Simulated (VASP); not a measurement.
Input of a VASP 6.6.1 run:

INCAR

```
PREC     = Accurate       # precision mode
ENCUT    = 520            # plane-wave cutoff, eV
EDIFF    = 1E-6           # SCF threshold, eV
ISMEAR   = -1             # smearing method
SIGMA    = 0.05           # smearing width, eV
LREAL    = False          # projectors in reciprocal space
LASPH    = True           # aspherical terms in the spheres
NELM     = 60             # most SCF steps
ALGO     = Normal         # electronic algorithm
ISIF     = 2              # what is computed and relaxed
LWAVE    = False          # write WAVECAR
LCHARG   = False          # write CHGCAR
GGA      = PE             # functional
NBANDS   = 18             # bands
```

The input KPOINTS:

```
regular mesh
0
Gamma
  11 11 11
```

The input POSCAR:

```
ReBi
1.0
    3.0150984184      0.0000000000      0.0000000000
    0.0000000000      3.0150984184      0.0000000000
    0.0000000000      0.0000000000      3.0150984184
Re Bi
1 1
Direct
    0.0000000000      0.0000000000      0.0000000000
    0.5000000000      0.5000000000      0.5000000000
```

Potentials or basis: VASP PAW PBE potentials, release 64 (Re, Bi_d).

Command:

```console
$ cat potpaw_PBE.64/Re/POTCAR potpaw_PBE.64/Bi_d/POTCAR > POTCAR
$ mpirun -np 1 vasp_std > vasp.out
```

Problem. What does it give for the pressure?

Solution. 137.1 GPa.

Problem. Estimate the band gap on the k mesh.

Solution. Zero (bands 11 and 12 overlap by 2.00 eV).

Caveat: the cell stands under pressure; spin-orbit coupling is left out, which moves the levels of the heavy elements.
